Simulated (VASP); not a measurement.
A run of VASP 6.6.1:

File INCAR:

```
PREC = Accurate
ENCUT = 690
EDIFF = 1E-6
ISMEAR = 0
SIGMA = 0.1
LREAL = F
LASPH = T
NELM = 200
ALGO = Normal
ISIF = 2
LWAVE = F
LCHARG = T
ISPIN = 2
MAGMOM = 0.7
LORBIT = 11
LMAXMIX = 4
GGA = PE
LELF = T
LVHAR = T
NBANDS = 19
GGA_COMPAT = F
```

The input KPOINTS:

```
Automatic mesh
0
Gamma
  22 22 22
```

POSCAR

```
Ni
1.0
   -1.4743610173      1.4743610173      1.2664675058
    1.4743610173     -1.4743610173      1.2664675058
    1.4743610173      1.4743610173     -1.2664675058
Ni
1
Direct
    0.0000000000      0.0000000000      0.0000000000
```

Potentials or basis: VASP PAW PBE potentials, release 64 (Ni_sv_GW).

Run with:

```bash
$ cat potpaw_PBE.64/Ni_sv_GW/POTCAR > POTCAR
$ mpirun -np 1 vasp_std > vasp.out
```

Hardware: 1 thread of Intel(R) Xeon(R) 6975P-C (Granite Rapids), on a shared host.

Q: Estimate the wall time of this run.

A: Run time: 3.4 min on 1 thread of Intel(R) Xeon(R) 6975P-C (Granite Rapids) (shared host), peak memory 0.53 GiB. Counts: scf iterations 13, k points 834.
